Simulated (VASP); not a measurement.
# H9O4F in VASP: further runs

Runs on H9O4F. Level: PBE. Tasks: single point.

Everything below comes from runs of VASP 6.6.1. Logs are shortened: lines on timing, memory, paths and dates and some standing lists are left out, and cuts for length are marked.

## 1. The cell of the first run

The cell holds an amorphous packing of atoms, 14 atoms: a = 5.360 Å, b = 5.360 Å, c = 5.360 Å, α = 90.00°, β = 90.00°, γ = 90.00°.

## 2. Single point, PBE

INCAR reads:

```
SYSTEM = H9O4F
ALGO = Normal ; EDIFF = 1E-7
ENCUT = 520 ; GGA = PE
ISIF = 2 ; ISMEAR = -1
LASPH = .True. ; LCHARG = .False.
LREAL = .False. ; LWAVE = .False.
NBANDS = 33 ; NELM = 80
PREC = Accurate ; SIGMA = 0.05
```

KPOINTS reads:

```
k-points
0
Gamma
  1 1 1
  0 0 0
```

POSCAR reads:

```
H9O4F
1.0
    5.3601080000      0.0000000000      0.0000000000
    0.0000000000      5.3601080000      0.0000000000
    0.0000000000      0.0000000000      5.3601080000
O H F
4 9 1
Direct
    0.3071579901      0.3403289635      0.4583116609
    0.7564772949      0.1114343218      0.5888314191
    0.0985801032      0.7646487720      0.7047059500
    0.9648313056      0.5841300213      0.2105554590
    0.2682968328      0.3971002077      0.2843972547
    0.1565453532      0.2365997103      0.4865573604
    0.6002304431      0.1150349956      0.4876207718
    0.8266064788     -0.0523496915      0.6204725726
    0.1891752927      0.6128421293      0.6515913485
    0.0706142488      0.7373545458      0.8836015991
    0.8219237374      0.4930311106      0.1265832703
    0.9022392832      0.5985886852      0.3815408197
    0.6410878288      0.2347340763      0.8301511835
    0.5445226104      0.3250494206      0.9466600300
```

Potentials or basis: VASP PAW PBE potentials, release 64 (O, H, F).

Launch:

```
> cat potpaw_PBE.64/O/POTCAR potpaw_PBE.64/H/POTCAR potpaw_PBE.64/F/POTCAR > POTCAR
> mpirun -np 1 vasp_gam > vasp.out
```

OUTCAR:

```text
SYSTEM = H9O4F
   EDIFF = 1E-7
   ENCUT = 520
   GGA = PE
   ISIF = 2
   ISMEAR = -1
   LASPH = .True.
   LREAL = .False.
   NELM = 80
   PREC = Accurate

 ion  position               nearest neighbor table
   1  0.307  0.340  0.458-   6 0.99   5 1.00
   2  0.756  0.111  0.589-   8 0.97   7 1.00
   3  0.099  0.765  0.705-  10 0.98   9 0.99
   4  0.965  0.584  0.211-  12 0.98  11 1.01
   5  0.268  0.397  0.284-   1 1.00
   6  0.157  0.237  0.487-   1 0.99
   7  0.600  0.115  0.488-   2 1.00
   8  0.827  0.948  0.620-   2 0.97
   9  0.189  0.613  0.652-   3 0.99
  10  0.071  0.737  0.884-   3 0.98
  11  0.822  0.493  0.127-   4 1.01
  12  0.902  0.599  0.382-   4 0.98
  13  0.641  0.235  0.830-  14 0.94
  14  0.545  0.325  0.947-  13 0.94

  LATTYP: Found a simple cubic cell.
 ALAT       =     5.3601080000

  Lattice vectors:

 A1 = (   5.3601080000,   0.0000000000,   0.0000000000)
 A2 = (   0.0000000000,   5.3601080000,   0.0000000000)
 A3 = (   0.0000000000,   0.0000000000,   5.3601080000)

Analysis of symmetry for initial positions (statically):
=====================================================================
 Subroutine PRICEL returns:
 Original cell was already a primitive cell.

 Routine SETGRP: Setting up the symmetry group for a
 simple cubic supercell.

 Subroutine GETGRP returns: Found  1 space group operations
 (whereof  1 operations were pure point group operations)
 out of a pool of 48 trial point group operations.

The static configuration has the point symmetry C_1 .

Analysis of symmetry for dynamics (positions and initial velocities):
=====================================================================
 Subroutine PRICEL returns:
 Original cell was already a primitive cell.

 Routine SETGRP: Setting up the symmetry group for a
 simple cubic supercell.

 Subroutine GETGRP returns: Found  1 space group operations
 (whereof  1 operations were pure point group operations)
 out of a pool of 48 trial point group operations.

The dynamic configuration has the point symmetry C_1 .

 Subroutine INISYM returns: Found  1 space group operations
 (whereof  1 operations are pure point group operations),
 and found     1 'primitive' translations

----------------------------------------------------------------------------------------

                                     Primitive cell

  volume of cell :     154.0000

  direct lattice vectors                    reciprocal lattice vectors
     5.360108000  0.000000000  0.000000000     0.186563405  0.000000000  0.000000000
     0.000000000  5.360108000  0.000000000     0.000000000  0.186563405  0.000000000
     0.000000000  0.000000000  5.360108000     0.000000000  0.000000000  0.186563405

  length of vectors
     5.360108000  5.360108000  5.360108000     0.186563405  0.186563405  0.186563405

  position of ions in fractional coordinates (direct lattice)
     0.307157990  0.340328963  0.458311661
     0.756477295  0.111434322  0.588831419
     0.098580103  0.764648772  0.704705950
     0.964831306  0.584130021  0.210555459
     0.268296833  0.397100208  0.284397255
     0.156545353  0.236599710  0.486557360
     0.600230443  0.115034996  0.487620772
     0.826606479  0.947650309  0.620472573
     0.189175293  0.612842129  0.651591348
     0.070614249  0.737354546  0.883601599
     0.821923737  0.493031111  0.126583270
     0.902239283  0.598588685  0.381540820
     0.641087829  0.234734076  0.830151183
     0.544522610  0.325049421  0.946660030

  ion indices of the primitive-cell ions
   primitive index   ion index
                 1           1
                 2           2
                 3           3
                 4           4
                 5           5
                 6           6
                 7           7
                 8           8
                 9           9
                10          10
                11          11
                12          12
                13          13
                14          14

----------------------------------------------------------------------------------------

 KPOINTS: k-points

Automatic generation of k-mesh.
 Grid dimensions read from file:
 generate k-points for:    1    1    1

 Generating k-lattice:

  Cartesian coordinates                     Fractional coordinates (reciprocal lattice)
     0.186563405  0.000000000  0.000000000     1.000000000  0.000000000  0.000000000
     0.000000000  0.186563405  0.000000000     0.000000000  1.000000000  0.000000000
     0.000000000  0.000000000  0.186563405     0.000000000  0.000000000  1.000000000

  Length of vectors
     0.186563405  0.186563405  0.186563405

  Shift w.r.t. Gamma in fractional coordinates (k-lattice)
     0.000000000  0.000000000  0.000000000

 Subroutine IBZKPT returns following result:
 ===========================================

 Found      1 irreducible k-points:

 Following reciprocal coordinates:
            Coordinates               Weight
  0.000000  0.000000  0.000000      1.000000
   k-points           NKPTS =      1   k-points in BZ     NKDIM =      1   number of bands    NBANDS=     33
   number of dos      NEDOS =    301   number of ions     NIONS =     14
   total plane-waves  NPLWV =  64000
   dimension x,y,z NGX =    40 NGY =   40 NGZ =   40
   dimension x,y,z NGXF=    80 NGYF=   80 NGZF=   80
   ions per type =               4   9   1
   NGX,Y,Z   is equivalent  to a cutoff of  12.41, 12.41, 12.41 a.u.
   NGXF,Y,Z  is equivalent  to a cutoff of  24.81, 24.81, 24.81 a.u.
 SYSTEM =  H9O4F
   PREC   = accura    normal or accurate (medium, high low for compatibility)
   ISTART =      0    job   : 0-new  1-cont  2-samecut
   ICHARG =      2    charge: 1-file 2-atom 10-const
   ISPIN  =      1    spin polarized calculation?
   LNONCOLLINEAR =      F non collinear calculations
   LSORBIT =      F    spin-orbit coupling
   LASPH  =      T    aspherical Exc in radial PAW
   ENCUT  =  520.0 eV  38.22 Ry    6.18 a.u.   9.97  9.97  9.97*2*pi/ulx,y,z
   NELM   =     80;   NELMIN=  2; NELMDL= -5     # of ELM steps
   EDIFF  = 0.1E-06   stopping-criterion for ELM
   LREAL  =      F    real-space projection
   EDIFFG = 0.1E-05   stopping-criterion for IOM
   NSW    =      0    number of steps for IOM
   IBRION =     -1    ionic relax: 0-MD 1-quasi-New 2-CG
   NFREE  =      0    steps in history (QN), initial steepest desc. (CG)
   ISIF   =      2    stress and relaxation
   ISYM   =      2    0-nonsym 1-usesym 2-fastsym
   POTIM  = 0.5000    time-step for ionic-motion
   TEBEG  =    0.0;   TEEND  =   0.0 temperature during run
   PSTRESS=    0.0 pullay stress
   NELECT =      40.0000    total number of electrons
   NUPDOWN=      -1.0000    fix difference up-down
   EMIN   =  10.00;   EMAX   =-10.00  energy-range for DOS
   EFERMI =   0.00;   METHOD = LEGACY
   ISMEAR =    -1;   SIGMA  =   0.05  broadening in eV -4-tet -1-fermi 0-gaus
   EFERMI_NEDOS =   21; number of points for ismear=-14 and -15
   IALGO  =     38    algorithm
   IMIX   =      4    mixing-type and parameters
     AMIX     =   0.40;   BMIX     =  1.00
     AMIX_MAG =   1.60;   BMIX_MAG =  1.00
  volume/ion in A,a.u.               =      11.00        74.23
  Fermi-wavevector in a.u.,A,eV,Ry     =   1.044531  1.973877 14.844565  1.091045
  Thomas-Fermi vector in A             =   2.179288
   LORBIT       =      0    0 simple, 1 ext, 2 COOP (PROOUT), +10 PAW based schemes
   GGA     = PE    functional components
   LHFCALC =     F    Hartree Fock is set to
   AEXX    =    0.0000 exact exchange contribution
   IVDW    =     0    specifies the selected vdW correction
   LEPSILON=     F    determine dielectric tensor
   LRPA    =     F    only Hartree local field effects (RPA)
 non-spin polarized calculation
  energy-cutoff  :      520.00
  volume of cell :      154.00
 maximum number of plane-waves:      2070
 NGX is ok and might be reduce to    40
   NGX = 19   NGY = 19   NGZ = 19

 number of electron      39.9999993 magnetization

 Free energy of the ion-electron system (eV)
  ---------------------------------------------------
  ext. energy  EPLUGINS =         0.00000000
  ---------------------------------------------------
  free energy    TOTEN  =       -66.48892069 eV

  energy without entropy =      -66.48892069  energy(sigma->0) =      -66.48892069

 E-fermi :  -2.9051     XC(G=0):  -6.5291

 val. band max:       -4.1211889015   @ k =   0.0000   0.0000   0.0000
 cond. band min:       0.7447346304   @ k =   0.0000   0.0000   0.0000
 fundamental gap:      4.8659235319
 Fermi energy:        -2.9051077949

 k-point     1 :       0.0000    0.0000    0.0000
  band No.  band energies     occupation
      1     -26.4169      2.00000
      2     -22.7681      2.00000
      3     -22.3982      2.00000
      4     -22.0611      2.00000
      5     -22.0269      2.00000
      6     -10.9718      2.00000
[... 24 lines left out ...]
     31       8.6469      0.00000
     32       9.1179      0.00000
 [bands above 32 left out]

------------------------ aborting loop because EDIFF is reached ----------------------------------------

  FORCE on cell =-STRESS in cart. coord.  units (eV):
  Direction    XX          YY          ZZ          XY          YZ          ZX
  --------------------------------------------------------------------------------------
  -------------------------------------------------------------------------------------
  Total       -1.4821397      1.2725632      0.0228759     -1.6198136      0.3153941     -0.5688367
  in kB      -15.4198126     13.2394315      0.2379947    -16.8521376      3.2812813     -5.9180351
  external PRESSURE =      -0.6474621 kB  Pullay stress =       0.0000000 kB

 VOLUME and BASIS-vectors are now :
 -----------------------------------------------------------------------------
  energy-cutoff  :      520.00
  volume of cell :      154.00
      direct lattice vectors                 reciprocal lattice vectors
     5.360108000  0.000000000  0.000000000     0.186563405  0.000000000  0.000000000
     0.000000000  5.360108000  0.000000000     0.000000000  0.186563405  0.000000000
     0.000000000  0.000000000  5.360108000     0.000000000  0.000000000  0.186563405

 POSITION                                       TOTAL-FORCE (eV/Angst)
 -----------------------------------------------------------------------------------
      1.64640      1.82420      2.45660        -0.545079     -0.375438     -0.881259
      4.05480      0.59730      3.15620        -0.697227      1.047995     -0.065916
      0.52840      4.09860      3.77730        -0.090246     -0.246871      0.356674
      5.17160      3.13100      1.12860        -1.848043     -0.751328     -0.874871
      1.43810      2.12850      1.52440         0.238248     -0.063023      0.897950
      0.83910      1.26820      2.60800         0.446217      0.118654      0.235076
      3.21730      0.61660      2.61370         0.578397     -0.158736      0.458813
      4.43070      5.07951      3.32580         0.248777     -0.679675     -0.210515
      1.01400      3.28490      3.49260         0.125446      0.100042     -0.226954
      0.37850      3.95230      4.73620         0.076935      0.122310      0.005008
      4.40560      2.64270      0.67850         0.948930      0.615731      0.378892
      4.83610      3.20850      2.04510         0.320027      0.147315     -0.116296
      3.43630      1.25820      4.44970         0.845707     -0.985852     -1.654308
      2.91870      1.74230      5.07420        -0.648090      1.108878      1.697705
 -----------------------------------------------------------------------------------
    total drift:                               -0.000382      0.000480     -0.001588

  FREE ENERGIE OF THE ION-ELECTRON SYSTEM (eV)
  ---------------------------------------------------
  free  energy   TOTEN  =       -66.4889206869 eV

  energy  without entropy=      -66.4889206869  energy(sigma->0) =      -66.48892069
```

Wall time 9.3 s (1 thread of AMD EPYC 9R45 (Zen 5), shared host); peak memory 0.18 GiB.

Results:

```yaml
Free_energy: -66.4889 eV
Pressure: -0.1 GPa
Largest_force: 2.178 eV/Å
Band_gap_on_the_k_mesh: 4.87 eV
```

Forces on the atoms (eV/Å):
```
O   -0.545 -0.375 -0.881
O   -0.697  1.048 -0.066
O   -0.090 -0.247  0.357
O   -1.848 -0.751 -0.875
H    0.238 -0.063  0.898
H    0.446  0.119  0.235
H    0.578 -0.159  0.459
H    0.249 -0.680 -0.211
H    0.125  0.100 -0.227
H    0.077  0.122  0.005
H    0.949  0.616  0.379
H    0.320  0.147 -0.116
H    0.846 -0.986 -1.654
F   -0.648  1.109  1.698
```

Caveat: the k points lie up to 1.17 Å⁻¹ apart.

## 3. Single point, PBE

INCAR reads:

```
ALGO = Normal
EDIFF = 1E-6
ENCUT = 520
GGA = PE
ISIF = 2
ISMEAR = -1
LASPH = True
LCHARG = False
LREAL = False
LWAVE = False
NBANDS = 33
NELM = 100
PREC = Accurate
SIGMA = 0.05
```

KPOINTS reads:

```
k-points
0
Gamma
  1 1 1
```

POSCAR reads:

```
H9O4F
1.0
    5.3601080000      0.0000000000      0.0000000000
    0.0000000000      5.3601080000      0.0000000000
    0.0000000000      0.0000000000      5.3601080000
O H F
4 9 1
Direct
    0.3208704004      0.3240606346      0.4693375581
    0.7980622778      0.1257997040      0.5789435586
    0.1081321496      0.7892005161      0.7162728811
    0.9084518446      0.5789808713      0.1277213071
    0.1801269676      0.3004603639      0.3625486651
    0.2761138395      0.2448085001      0.6319275656
    0.6832138457      0.1233184107      0.4407000754
    0.8968289445     -0.0368276162      0.5887941064
    0.2049025878      0.6736244867      0.6117227489
    0.0913041304      0.7247801723      0.8829113145
    0.7775029906      0.4815201485      0.0530586324
    0.8680048984      0.6250433760      0.2991544200
    0.6483264889      0.2179247135      0.8107112767
    0.5296908197      0.2778115665      0.9377236429
```

Potentials or basis: VASP PAW PBE potentials, release 64 (O, H, F).

Launch:

```
> cat potpaw_PBE.64/O/POTCAR potpaw_PBE.64/H/POTCAR potpaw_PBE.64/F/POTCAR > POTCAR
> mpirun -np 1 vasp_gam > vasp.out
```

Wall time 9.2 s (1 thread of AMD EPYC 9R45 (Zen 5), shared host); peak memory 0.18 GiB.

The run converged. Its results:

```yaml
Free_energy: -66.4815 eV
Pressure: 0.8 GPa
Largest_force: 1.780 eV/Å
Band_gap_on_the_k_mesh: 4.80 eV
```

Forces in eV/Å, atoms in the order of the input:
```
O    0.516  0.113  1.339
O    0.511 -0.474  0.494
O    0.382  0.513 -1.662
O    1.224  0.660  0.545
H   -0.759 -0.105 -0.550
H    0.132  0.361 -0.963
H   -0.515  0.051 -0.312
H   -0.282  0.760  0.471
H    0.027 -0.206  0.446
H   -0.320 -0.645  0.853
H   -0.985 -0.331  0.134
H   -0.298 -0.384 -0.399
H    0.156 -0.493 -0.751
F    0.212  0.179  0.353
```

Stress tensor (GPa, compression positive):
```
 2.04  0.72  1.33
 0.72  0.35 -0.53
 1.33 -0.53 -0.08
```

Levels at points of the mesh, in eV from the valence-band top:
```tsv
k point	band 17	band 18	band 19	band 20	band 21	band 22	band 23	band 24
(0.00, 0.00, 0.00)	-0.70	-0.59	-0.42	0.00	4.80	8.66	9.56	9.68
```

Caveat: the k points lie up to 1.17 Å⁻¹ apart.

## 4. Single point, PBE

INCAR reads:

```
SYSTEM = H9O4F
ALGO = Normal
EDIFF = 1E-6
ENCUT = 520
GGA = PE
ISIF = 2
ISMEAR = -1
LASPH = .TRUE.
LCHARG = .TRUE.
LELF = .TRUE.
LREAL = .FALSE.
LVHAR = .TRUE.
LWAVE = .FALSE.
NBANDS = 33
NELM = 60
PREC = Accurate
SIGMA = 0.05
```

KPOINTS reads:

```
k-points
0
G
  1 1 1
  0 0 0
```

POSCAR reads:

```
H9O4F
1.0
    5.3601080000      0.0000000000      0.0000000000
    0.0000000000      5.3601080000      0.0000000000
    0.0000000000      0.0000000000      5.3601080000
O H F
4 9 1
Direct
    0.2994342651      0.3573062334      0.4259988791
    0.8197969145      0.1609109369      0.5861635624
    0.1265273013      0.8006181965      0.7256010513
    0.8904111634      0.5559962598      0.1311354174
    0.1721793665      0.3624367270      0.2959828421
    0.2406481362      0.2543978591      0.5612573478
    0.7092021280      0.1566013222      0.4344502014
    0.8973886347     -0.0046454288      0.6089616105
    0.1767128573      0.6839787557      0.6047639339
    0.0608942954      0.6859749841      0.8586953845
    0.7370747007      0.4699345610      0.0632636507
    0.8123903474      0.6469272634      0.2686326470
    0.6603411722      0.2043242412      0.8066441945
    0.5392988350      0.2789496033      0.9391042121
```

Launch:

```
> cat potpaw_PBE.64/O/POTCAR potpaw_PBE.64/H/POTCAR potpaw_PBE.64/F/POTCAR > POTCAR
> mpirun -np 1 vasp_gam > vasp.out
```

Run time: 10 s. Hardware: 1 thread of AMD EPYC 9R45 (Zen 5), shared host; peak memory 0.18 GiB.

The run converged. Its results:

* Free energy: -66.5045 eV
* Pressure: 0.1 GPa
* Largest force: 2.521 eV/Å
* Band gap on the k mesh: 4.63 eV

Forces on the atoms (eV/Å):
```
O    0.827  0.648 -0.218
O   -1.473  0.102 -0.613
O   -1.230  0.531  1.693
O   -0.946 -0.086  0.071
H   -0.233 -0.077  0.132
H   -0.411 -0.261  0.147
H    0.584  0.172  1.125
H    0.580 -0.450  0.224
H    1.039 -1.492 -1.745
H    0.074  0.878 -0.073
H    0.628 -0.022 -0.090
H    0.454  0.049 -0.048
H   -0.513  0.558 -0.114
F    0.618 -0.551 -0.491
```

Stress tensor (GPa, compression positive):
```
-0.86  0.09 -0.56
 0.09  1.64  1.19
-0.56  1.19 -0.35
```

Levels at points of the mesh, in eV from the valence-band top:
| k point | band 16 | band 17 | band 18 | band 19 | band 20 | band 21 | band 22 | band 23 | band 24 | band 25 |
| --- | --- | --- | --- | --- | --- | --- | --- | --- | --- | --- |
| (0.00, 0.00, 0.00) | -1.73 | -1.01 | -0.65 | -0.48 | 0.00 | 4.63 | 8.65 | 9.04 | 9.89 | 10.12 |

Caveat: the k points lie up to 1.17 Å⁻¹ apart.

(Part 1 of 2 ends here.)
